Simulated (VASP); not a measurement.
# C (Pm-3m) in VASP: notebook

The runs below take C through single point, with BLYP.

Everything below comes from runs of VASP 6.6.1. Logs are shortened: lines on timing, memory, paths and dates and some standing lists are left out, and cuts for length are marked.

## Step 1: The cell of the first run

It takes space group Pm-3m (No. 221, cubic). The conventional cell has a = 1.803 Å, b = 1.803 Å, c = 1.803 Å, α = 90.00°, β = 90.00°, γ = 90.00°. C (site symmetry m-3m) has 6 C at 1.80 Å within 2.4 Å.

## Step 2: Single point, BLYP

INCAR

```
PREC     = Accurate       # precision mode
ENCUT    = 520            # plane-wave cutoff, eV
EDIFF    = 1E-6           # SCF threshold, eV
ISMEAR   = -1             # smearing method
SIGMA    = 0.1            # smearing width, eV
LREAL    = False          # projectors in reciprocal space
LASPH    = True           # aspherical terms in the spheres
NELM     = 80             # most SCF steps
ALGO     = Normal         # electronic algorithm
ISIF     = 2              # what is computed and relaxed
LWAVE    = False          # write WAVECAR
LCHARG   = False          # write CHGCAR
GGA      = B5             # functional
ALDAX    = 1.0          
AGGAX    = 1.0          
AGGAC    = 1.0          
ALDAC    = 0.0          
NBANDS   = 8              # bands
```

KPOINTS

```
regular mesh
0
Gamma
  16 16 16
```

POSCAR

```
C
1.0
    1.8032401330      0.0000000000      0.0000000000
    0.0000000000      1.8032401330      0.0000000000
    0.0000000000      0.0000000000      1.8032401330
C
1
Direct
    0.0000000000      0.0000000000      0.0000000000
```

Potentials or basis: VASP PAW PBE potentials, release 64 (C).

The run is started by

```
$ cat potpaw_PBE.64/C/POTCAR > POTCAR
$ mpirun -np 1 vasp_std > vasp.out
```

OUTCAR:

```text
PREC = Accurate
   ENCUT = 520
   EDIFF = 1E-6
   ISMEAR = -1
   LREAL = False
   LASPH = True
   NELM = 80
   ISIF = 2
   GGA = B5

 ion  position               nearest neighbor table
   1  0.000  0.000  0.000-

  LATTYP: Found a simple cubic cell.
 ALAT       =     1.8032401330

  Lattice vectors:

 A1 = (   1.8032401330,   0.0000000000,   0.0000000000)
 A2 = (   0.0000000000,   1.8032401330,   0.0000000000)
 A3 = (   0.0000000000,   0.0000000000,   1.8032401330)

Analysis of symmetry for initial positions (statically):
=====================================================================
 Subroutine PRICEL returns:
 Original cell was already a primitive cell.

 Routine SETGRP: Setting up the symmetry group for a
 simple cubic supercell.

 Subroutine GETGRP returns: Found 48 space group operations
 (whereof 48 operations were pure point group operations)
 out of a pool of 48 trial point group operations.

The static configuration has the point symmetry O_h .

Analysis of symmetry for dynamics (positions and initial velocities):
=====================================================================
 Subroutine PRICEL returns:
 Original cell was already a primitive cell.

 Routine SETGRP: Setting up the symmetry group for a
 simple cubic supercell.

 Subroutine GETGRP returns: Found 48 space group operations
 (whereof 48 operations were pure point group operations)
 out of a pool of 48 trial point group operations.

The dynamic configuration has the point symmetry O_h .

 Subroutine INISYM returns: Found 48 space group operations
 (whereof 48 operations are pure point group operations),
 and found     1 'primitive' translations

----------------------------------------------------------------------------------------

                                     Primitive cell

  volume of cell :       5.8636

  direct lattice vectors                    reciprocal lattice vectors
     1.803240133  0.000000000  0.000000000     0.554557311  0.000000000  0.000000000
     0.000000000  1.803240133  0.000000000     0.000000000  0.554557311  0.000000000
     0.000000000  0.000000000  1.803240133     0.000000000  0.000000000  0.554557311

  length of vectors
     1.803240133  1.803240133  1.803240133     0.554557311  0.554557311  0.554557311

  position of ions in fractional coordinates (direct lattice)
[... 70 lines left out ...]
   ICHARG =      2    charge: 1-file 2-atom 10-const
   ISPIN  =      1    spin polarized calculation?
   LNONCOLLINEAR =      F non collinear calculations
   LSORBIT =      F    spin-orbit coupling
   LASPH  =      T    aspherical Exc in radial PAW
   ENCUT  =  520.0 eV  38.22 Ry    6.18 a.u.   3.35  3.35  3.35*2*pi/ulx,y,z
   NELM   =     80;   NELMIN=  2; NELMDL= -5     # of ELM steps
   EDIFF  = 0.1E-05   stopping-criterion for ELM
   LREAL  =      F    real-space projection
   EDIFFG = 0.1E-04   stopping-criterion for IOM
   NSW    =      0    number of steps for IOM
   IBRION =     -1    ionic relax: 0-MD 1-quasi-New 2-CG
   NFREE  =      0    steps in history (QN), initial steepest desc. (CG)
   ISIF   =      2    stress and relaxation
   ISYM   =      2    0-nonsym 1-usesym 2-fastsym
   POTIM  = 0.5000    time-step for ionic-motion
   TEBEG  =    0.0;   TEEND  =   0.0 temperature during run
   PSTRESS=    0.0 pullay stress
   NELECT =       4.0000    total number of electrons
   NUPDOWN=      -1.0000    fix difference up-down
   EMIN   =  10.00;   EMAX   =-10.00  energy-range for DOS
   EFERMI =   0.00;   METHOD = LEGACY
   ISMEAR =    -1;   SIGMA  =   0.10  broadening in eV -4-tet -1-fermi 0-gaus
   EFERMI_NEDOS =   21; number of points for ismear=-14 and -15
   IALGO  =     38    algorithm
   IMIX   =      4    mixing-type and parameters
     AMIX     =   0.40;   BMIX     =  1.00
     AMIX_MAG =   1.60;   BMIX_MAG =  1.00
  volume/ion in A,a.u.               =       5.86        39.57
  Fermi-wavevector in a.u.,A,eV,Ry     =   1.441146  2.723371 28.257958  2.076901
  Thomas-Fermi vector in A             =   2.559811
   LORBIT       =      0    0 simple, 1 ext, 2 COOP (PROOUT), +10 PAW based schemes
   GGA     = B5    functional components
   LHFCALC =     F    Hartree Fock is set to
   AEXX    =    0.0000 exact exchange contribution
   IVDW    =     0    specifies the selected vdW correction
   LEPSILON=     F    determine dielectric tensor
   LRPA    =     F    only Hartree local field effects (RPA)
 non-spin polarized calculation
  energy-cutoff  :      520.00
  volume of cell :        5.86
 maximum number of plane-waves:       171
 NGX is ok and might be reduce to    14
   NGX =  7   NGY =  7   NGZ =  7

 number of electron       4.0000000 magnetization

 Free energy of the ion-electron system (eV)
  ---------------------------------------------------
  ext. energy  EPLUGINS =         0.00000000
  ---------------------------------------------------
  free energy    TOTEN  =        -5.57846640 eV

  energy without entropy =       -5.56569753  energy(sigma->0) =       -5.57208197

 E-fermi :  10.4171     XC(G=0): -12.8209

 val. band max:       10.3880269880   @ k =   0.4375   0.3750   0.0000
 cond. band min:      10.4400928722   @ k =   0.4375   0.3750   0.0625
 fundamental gap:      0.0520658842
 Fermi energy:        10.4171062793

 k-point     1 :       0.0000    0.0000    0.0000
  band No.  band energies     occupation
      1     -10.6959      2.00000
      2      19.2020      0.00000
      3      19.2020      0.00000
      4      19.2020      0.00000
      5      35.7573      0.00000
      6      35.7573      0.00000
      7      40.8908      0.00000
      8      65.0066      0.00000
[... 243 lines left out ...]
 k-point    24 :       0.5000    0.1250    0.0000
  band No.  band energies     occupation
      1      -1.3840      2.00000
      2      -0.3093      2.00000
      3      19.8934      0.00000
      4      22.5278      0.00000
      5      35.4596      0.00000
      6      45.7431      0.00000
      7      47.2906      0.00000
      8      50.0792      0.00000

 [... further k-points ...]
[... 5 lines left out ...]
  --------------------------------------------------------------------------------------
  -------------------------------------------------------------------------------------
  Total        0.0095622      0.0095622      0.0095622      0.0000000      0.0000000      0.0000000
  in kB        2.6128098      2.6128098      2.6128098      0.0000000      0.0000000      0.0000000
  external PRESSURE =       2.6128098 kB  Pullay stress =       0.0000000 kB

 VOLUME and BASIS-vectors are now :
 -----------------------------------------------------------------------------
  energy-cutoff  :      520.00
  volume of cell :        5.86
      direct lattice vectors                 reciprocal lattice vectors
     1.803240133  0.000000000  0.000000000     0.554557311  0.000000000  0.000000000
     0.000000000  1.803240133  0.000000000     0.000000000  0.554557311  0.000000000
     0.000000000  0.000000000  1.803240133     0.000000000  0.000000000  0.554557311

 POSITION                                       TOTAL-FORCE (eV/Angst)
 -----------------------------------------------------------------------------------
      0.00000      0.00000      0.00000         0.000000      0.000000      0.000000
 -----------------------------------------------------------------------------------
    total drift:                               -0.000000     -0.000000     -0.000000

  FREE ENERGIE OF THE ION-ELECTRON SYSTEM (eV)
  ---------------------------------------------------
  free  energy   TOTEN  =        -5.5784664047 eV

  energy  without entropy=       -5.5656975313  energy(sigma->0) =       -5.57208197
```

stdout:

```text
POSCAR found type information on POSCAR C
 POSCAR found :  1 types and       1 ions
 scaLAPACK will be used
 -----------------------------------------------------------------------------
|                                                                             |
|                                                                             |
|     You enforced a specific xc type in the INCAR file but a different       |
|     I HOPE YOU KNOW WHAT YOU ARE DOING!                                     |
|                                                                             |
 -----------------------------------------------------------------------------

 LDA part: xc-table for (Slater(with rela. corr.)+VWN5), standard interpolation
 POSCAR, INCAR and KPOINTS ok, starting setup
 FFT: planning ... GRIDC
 FFT: planning ... GRID_SOFT
 FFT: planning ... GRID
 WAVECAR not read
 entering main loop
```

Wall time 3.8 s (1 thread of Intel Xeon 6975P-C, shared host); peak memory 0.11 GiB.

Results:

| Property | Result |
| --- | --- |
| Free energy | -5.5785 eV |
| Pressure | 0.3 GPa |
| Band gap on the k mesh | zero (band 2 reaches 19.20 eV, above the bottom of band 3 at 7.33 eV) |

Caveat: the PAW data sets were made with another functional, which shifts forces and pressure a little.

## Step 3: Single point, BLYP (volume scaled by 0.92)

INCAR

```
  AGGAC = 1.0
  AGGAX = 1.0
  ALDAC = 0.0
  ALDAX = 1.0
  ALGO = Normal
  EDIFF = 1E-6
  ENCUT = 520
  GGA = B5
  ISIF = 2
  ISMEAR = -1
  LASPH = T
  LCHARG = T
  LELF = T
  LREAL = F
  LVHAR = T
  LWAVE = F
  NBANDS = 8
  NELM = 100
  PREC = Accurate
  SIGMA = 0.1
```

KPOINTS

```
k-points
0
Gamma
  19 19 19
```

POSCAR

```
C
1.0
    1.7538112044      0.0000000000      0.0000000000
    0.0000000000      1.7538112044      0.0000000000
    0.0000000000      0.0000000000      1.7538112044
C
1
Direct
    0.0000000000      0.0000000000      0.0000000000
```

Potentials or basis: VASP PAW PBE potentials, release 64 (C).

The run is started by

```
$ cat potpaw_PBE.64/C/POTCAR > POTCAR
$ mpirun -np 1 vasp_std > vasp.out
```

OUTCAR:

```text
EDIFF = 1E-6
   ENCUT = 520
   GGA = B5
   ISIF = 2
   ISMEAR = -1
   LASPH = T
   LREAL = F
   NELM = 100
   PREC = Accurate

 ion  position               nearest neighbor table
   1  0.000  0.000  0.000-

  LATTYP: Found a simple cubic cell.
 ALAT       =     1.7538112044

  Lattice vectors:

 A1 = (   1.7538112044,   0.0000000000,   0.0000000000)
 A2 = (   0.0000000000,   1.7538112044,   0.0000000000)
 A3 = (   0.0000000000,   0.0000000000,   1.7538112044)

Analysis of symmetry for initial positions (statically):
=====================================================================
 Subroutine PRICEL returns:
 Original cell was already a primitive cell.

 Routine SETGRP: Setting up the symmetry group for a
 simple cubic supercell.

 Subroutine GETGRP returns: Found 48 space group operations
 (whereof 48 operations were pure point group operations)
 out of a pool of 48 trial point group operations.

The static configuration has the point symmetry O_h .

Analysis of symmetry for dynamics (positions and initial velocities):
[... 152 lines left out ...]
  ---------------------------------------------------
  free energy    TOTEN  =        -5.56385695 eV

  energy without entropy =       -5.55911025  energy(sigma->0) =       -5.56148360

 E-fermi :  11.6412     XC(G=0): -13.2317

 val. band max:       11.6043476908   @ k =   0.4211   0.3684   0.3684
 cond. band min:      11.7895439528   @ k =   0.2632   0.2632   0.2105
 fundamental gap:      0.1851962619
 Fermi energy:        11.6412111859

 k-point     1 :       0.0000    0.0000    0.0000
  band No.  band energies     occupation
      1     -10.6231      2.00000
      2      21.1842      0.00000
      3      21.1842      0.00000
      4      21.1842      0.00000
      5      37.8898      0.00000
      6      37.8898      0.00000
      7      44.3021      0.00000
      8      69.2537      0.00000
[... 243 lines left out ...]
 k-point    24 :       0.3158    0.1053    0.0000
  band No.  band energies     occupation
      1      -6.2492      2.00000
      2       7.7628      2.00000
      3      21.2022      0.00000
      4      23.6244      0.00000
      5      41.0572      0.00000
      6      44.0986      0.00000
      7      52.6938      0.00000
      8      55.0338      0.00000

 [... further k-points ...]
[... 5 lines left out ...]
  --------------------------------------------------------------------------------------
  -------------------------------------------------------------------------------------
  Total        0.9714714      0.9714714      0.9714714      0.0000000      0.0000000      0.0000000
  in kB      288.5307475    288.5307475    288.5307475      0.0000000      0.0000000      0.0000000
  external PRESSURE =     288.5307475 kB  Pullay stress =       0.0000000 kB

 VOLUME and BASIS-vectors are now :
 -----------------------------------------------------------------------------
  energy-cutoff  :      520.00
  volume of cell :        5.39
      direct lattice vectors                 reciprocal lattice vectors
     1.753811204  0.000000000  0.000000000     0.570186801  0.000000000  0.000000000
     0.000000000  1.753811204  0.000000000     0.000000000  0.570186801  0.000000000
     0.000000000  0.000000000  1.753811204     0.000000000  0.000000000  0.570186801

 POSITION                                       TOTAL-FORCE (eV/Angst)
 -----------------------------------------------------------------------------------
      0.00000      0.00000      0.00000         0.000000      0.000000      0.000000
 -----------------------------------------------------------------------------------
    total drift:                                0.000000     -0.000000     -0.000000

  FREE ENERGIE OF THE ION-ELECTRON SYSTEM (eV)
  ---------------------------------------------------
  free  energy   TOTEN  =        -5.5638569534 eV

  energy  without entropy=       -5.5591102462  energy(sigma->0) =       -5.56148360
```

stdout:

```text
POSCAR found type information on POSCAR C
 POSCAR found :  1 types and       1 ions
 scaLAPACK will be used
 -----------------------------------------------------------------------------
|                                                                             |
|                                                                             |
|     You enforced a specific xc type in the INCAR file but a different       |
|     I HOPE YOU KNOW WHAT YOU ARE DOING!                                     |
|                                                                             |
 -----------------------------------------------------------------------------

 LDA part: xc-table for (Slater(with rela. corr.)+VWN5), standard interpolation
 POSCAR, INCAR and KPOINTS ok, starting setup
 FFT: planning ... GRIDC
 FFT: planning ... GRID_SOFT
 FFT: planning ... GRID
 WAVECAR not read
 entering main loop
```

It took 4.9 s on 1 thread of Intel Xeon 6975P-C, shared host; peak memory 0.11 GiB.

What came out:

| Property | Result |
| --- | --- |
| Free energy | -5.5639 eV |
| Pressure | 28.9 GPa |
| Band gap on the k mesh | zero (band 2 reaches 21.18 eV, above the bottom of band 3 at 9.49 eV) |

Caveat: the PAW data sets were made with another functional, which shifts forces and pressure a little.

## Step 4: Single point, BLYP (volume scaled by 0.96)

INCAR

```
  PREC = Accurate
  ENCUT = 520
  EDIFF = 1E-6
  ISMEAR = -1
  SIGMA = 0.1
  LREAL = False
  LASPH = True
  NELM = 60
  ALGO = Normal
  ISIF = 2
  LWAVE = False
  LCHARG = True
  GGA = B5
  ALDAX = 1.0
  AGGAX = 1.0
  AGGAC = 1.0
  ALDAC = 0.0
  LELF = True
  LVHAR = True
  NBANDS = 8
```

KPOINTS

```
regular mesh
0
Gamma
  19 19 19
```

POSCAR

```
C
1.0
    1.7788690356      0.0000000000      0.0000000000
    0.0000000000      1.7788690356      0.0000000000
    0.0000000000      0.0000000000      1.7788690356
C
1
Direct
    0.0000000000      0.0000000000      0.0000000000
```

The run is started by

```
$ cat potpaw_PBE.64/C/POTCAR > POTCAR
$ mpirun -np 1 vasp_std > vasp.out
```

Wall time 5.9 s (1 thread of Intel Xeon 6975P-C, shared host); peak memory 0.11 GiB.

It converged, with:

```yaml
Free_energy: -5.5941 eV
Pressure: 12.8 GPa
Band_gap_on_the_k_mesh: zero (band 2 reaches 20.16 eV, above the bottom of band 3 at 8.60 eV)
```

Levels at points of the mesh, in eV from the Fermi level:
| k point | band 1 | band 2 | band 3 | band 4 | band 5 |
| --- | --- | --- | --- | --- | --- |
| (0.00, 0.00, 0.00) | -21.64 | 9.18 | 9.18 | 9.18 | 25.81 |

Caveat: the PAW data sets were made with another functional, which shifts forces and pressure a little.

## Step 5: Single point, BLYP (volume scaled by 1.04)

INCAR

```
AGGAC = 1.0 ; AGGAX = 1.0
ALDAC = 0.0 ; ALDAX = 1.0
ALGO = Normal ; EDIFF = 1E-6
ENCUT = 520 ; GGA = B5
ISIF = 2 ; ISMEAR = -1
LASPH = T ; LCHARG = F
LREAL = F ; LWAVE = F
NBANDS = 8 ; NELM = 60
PREC = Accurate ; SIGMA = 0.1
```

KPOINTS

```
k-points
0
Gamma
  19 19 19
```

POSCAR

```
C
1.0
    1.8269696981      0.0000000000      0.0000000000
    0.0000000000      1.8269696981      0.0000000000
    0.0000000000      0.0000000000      1.8269696981
C
1
Direct
    0.0000000000      0.0000000000      0.0000000000
```

The run is started by

```
$ cat potpaw_PBE.64/C/POTCAR > POTCAR
$ mpirun -np 1 vasp_std > vasp.out
```

Run time: 5 s. Hardware: 1 thread of Intel Xeon 6975P-C, shared host; peak memory 0.11 GiB.

The run converged. Its results:

| Item | Value |
| --- | --- |
| Free energy | -5.5955 eV |
| Pressure | -10.2 GPa |
| Band gap on the k mesh | zero (band 2 reaches 18.32 eV, above the bottom of band 3 at 7.02 eV) |

Levels at points of the mesh, in eV from the Fermi level:
```csv
k point,band 1,band 2,band 3,band 4,band 5
"(0.00, 0.00, 0.00)",-20.48,8.57,8.57,8.57,25.05
```

Caveat: the PAW data sets were made with another functional, which shifts forces and pressure a little.

(Part 1 of 2 ends here.)
